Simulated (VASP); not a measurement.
Wanted: the native input for a VASP 6.6.1 run.

```yaml
Task: single point
Functional: PBEsol
Potentials_or_basis: VASP PAW PBE potentials, release 64 (Si, Ti_sv)
Cutoff: 520 eV
k_mesh: 2 × 2 × 2
Occupations: fermi-dirac, width 0.02 eV
Spin: no spin polarisation
Dipole_correction: no
Further_INCAR_settings: LREAL = Auto; ALGO = Normal; EDIFF = 1e-06; NBANDS = 52
```

The structure of TiSi16 (a cell with a defect) lies in POSCAR:

```
TiSi16
1.0
    0.0000000000      5.4300000000      5.4300000000
    5.4300000000      0.0000000000      5.4300000000
    5.4300000000      5.4300000000      0.0000000000
Si Ti
16 1
Direct
   -0.0228084715     -0.1013535912      0.0553683241
    0.2275230203      0.0771915285     -0.0366022099
    0.0422559853      0.0310773481      0.3780939227
    0.1059023941      0.0110405157      0.6486095764
   -0.0082965009      0.3799723757      0.1153314917
    0.1093093923      0.5436924494      0.2290883978
   -0.0742357274      0.3811233886      0.5721546961
    0.0353867403      0.4590515654      0.7459944751
    0.6460036832      0.0505893186     -0.1226335175
    0.5783609576      0.0342725599      0.2196685083
    0.4589042357     -0.0825322284      0.6284254144
    0.8180018416     -0.1593646409      0.6531583794
    0.4726427256      0.4451473297      0.0570810313
    0.6119981584      0.4931952118      0.2341344383
    0.4556813996      0.2711325967      0.6380570902
    0.5578821363      0.4739594843      0.7143830571
    0.3989963168      0.7543922652      0.4316298343
```

One way to write it, as run:

INCAR

```
SYSTEM = TiSi16
ALGO = Normal
EDIFF = 1E-6
ENCUT = 520
GGA = PS
ISIF = 2
ISMEAR = -1
LASPH = .TRUE.
LCHARG = .FALSE.
LREAL = Auto
LWAVE = .FALSE.
NBANDS = 52
NELM = 100
PREC = Accurate
SIGMA = 0.02
```

KPOINTS

```
k-points
0
G
  2 2 2
  0 0 0
```

Potentials or basis: VASP PAW PBE potentials, release 64 (Si, Ti_sv).

Command:

```bash
$ cat potpaw_PBE.64/Si/POTCAR potpaw_PBE.64/Ti_sv/POTCAR > POTCAR
$ mpirun -np 1 vasp_std > vasp.out
```

It gave:

```json
{"Pressure": "-1.6 GPa", "Largest force": "2.309 eV/Å", "Band gap on the k mesh": "zero (band 38 reaches 6.66 eV, above the bottom of band 39 at 6.60 eV)"}
```

Caveat: the k points lie up to 0.50 Å⁻¹ apart; the PAW data sets were made with another functional, which shifts forces and pressure a little.

It took 5.6 min on 1 thread of AMD EPYC 9R45 (Zen 5) (shared host), peak memory 0.46 GiB.
